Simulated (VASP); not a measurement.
Be: single point with PBE

Be:

```
Be
1.0
    -1.25074    1.25074    1.25074
     1.25074   -1.25074    1.25074
     1.25074    1.25074   -1.25074
Be
1
Cartesian
  0.0000 0.0000 0.0000
```

```json
{
 "Program": "VASP 6.6.1",
 "Task": "single point",
 "Functional": "PBE",
 "Potentials or basis": "VASP PAW PBE potentials, release 64 (Be)",
 "Cutoff": "520 eV",
 "k mesh": "17 × 17 × 17",
 "Occupations": "fermi-dirac, width 0.1 eV",
 "Spin": "no spin polarisation"
}
```

```json
{"Pressure": "0.1 GPa", "Band gap on the k mesh": "zero (band 1 reaches 11.22 eV, above the bottom of band 2 at 6.70 eV)"}
```

Levels at points of the mesh, in eV from the Fermi level:
| k point | band 1 | band 2 | band 3 | band 4 | band 5 | band 6 |
| --- | --- | --- | --- | --- | --- | --- |
| (0.00, 0.00, 0.00) | -12.32 | 19.39 | 19.39 | 19.39 | 30.77 | 30.77 |

Wall time 2.9 s on 1 thread of Intel(R) Xeon(R) Platinum 8488C (Sapphire Rapids), on a shared host, peak memory 0.11 GiB.
